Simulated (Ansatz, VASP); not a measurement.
# One calculation of Cu, two programs

```
Cu
1.0
     0.00000    1.69260    1.69260
     1.69260    0.00000    1.69260
     1.69260    1.69260    0.00000
Cu
1
Cartesian
  0.0000 0.0000 0.0000
```

Change from the starting cell: strain -0.050 along x and y, -0.050 along z, atoms carried along.

Alike in both runs: task single point; functional PBEsol; k mesh 28 × 28 × 28; occupations gaussian, width 0.15 eV; no spin polarisation.

|  | VASP | Ansatz |
| --- | --- | --- |
| version | VASP 6.6.1 | Ansatz 0.2.0 |
| potentials or method | VASP PAW PBE potentials, release 64 (Cu), cutoff 520 eV | scalar-relativistic, plane waves, PAW |
| valence electrons in the cell | 11 | 19 |

|  | VASP | Ansatz | Ansatz less VASP |
| --- | --- | --- | --- |
| gap on the k mesh at the Fermi level (eV) | none | none | - |
| pressure (GPa) | 38.7 | 38.0 | -0.72 |

VASP's potentials were made for PBE, not for PBEsol. A gap of «none» marks a metal or a gap that the smearing closes. Both programs put the cell under a high pressure, so it lies far from rest at this level. With one functional, cell and mesh, what is left measures potentials, basis and numerics. VASP's potentials hold 11 valence electrons a cell and Ansatz's 19, so a difference there can come from the potentials and not from the codes.
